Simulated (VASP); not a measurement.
## Mn: single point with LDA

Mn:

```
Mn
1.0
    -1.39327    1.39327    1.39327
     1.39327   -1.39327    1.39327
     1.39327    1.39327   -1.39327
Mn
1
Direct
  0.00000 0.00000 0.00000
```

| Property | Result |
| --- | --- |
| Program | VASP 6.6.1 |
| Task | single point |
| Functional | LDA |
| Potentials or basis | VASP PAW LDA potentials, release 64 (Mn_pv) |
| Cutoff | 500 eV |
| k mesh | 2 × 2 × 2 |
| Occupations | gaussian, width 0.1 eV |
| Spin | collinear spin, ferromagnetic start |
| Starting moments | [0.76] μB |

The pressure is 7.3 GPa and the net moment is 2.50 μB per cell. The site moments are Mn +2.16 μB. The valence electrons inside the program's atomic spheres are Mn 12.07.

Levels at points of the mesh, in eV from the Fermi level:
Spin up:
```
           k point  band 5  band 6  band 7  band 8  band 9  band 10  band 11  band 12
(0.00, 0.00, 0.00)   -2.58   -2.58   -2.58   -0.98   -0.98    22.42    22.42    22.42
(0.50, 0.00, 0.00)   -4.06   -0.87   -0.67   -0.57    1.00     8.11    16.61    20.22
(0.50, 0.50, 0.50)   -6.09    0.63    0.63    0.63    9.30     9.30     9.30    15.97
```
Spin down:
| k point | band 3 | band 4 | band 5 | band 6 | band 7 | band 8 |
| --- | --- | --- | --- | --- | --- | --- |
| (0.00, 0.00, 0.00) | -46.74 | -8.40 | -1.19 | -1.19 | -1.19 | 1.37 |
| (0.50, 0.00, 0.00) | -46.74 | -4.56 | -2.69 | 0.91 | 1.18 | 1.68 |
| (0.50, 0.50, 0.50) | -47.30 | -4.09 | -4.09 | 2.09 | 2.09 | 2.09 |

It took 3.3 s on 1 thread of Intel(R) Xeon(R) Platinum 8488C (Sapphire Rapids) (shared host), peak memory 0.11 GiB.

Caveat: the k points lie up to 1.59 Å⁻¹ apart.
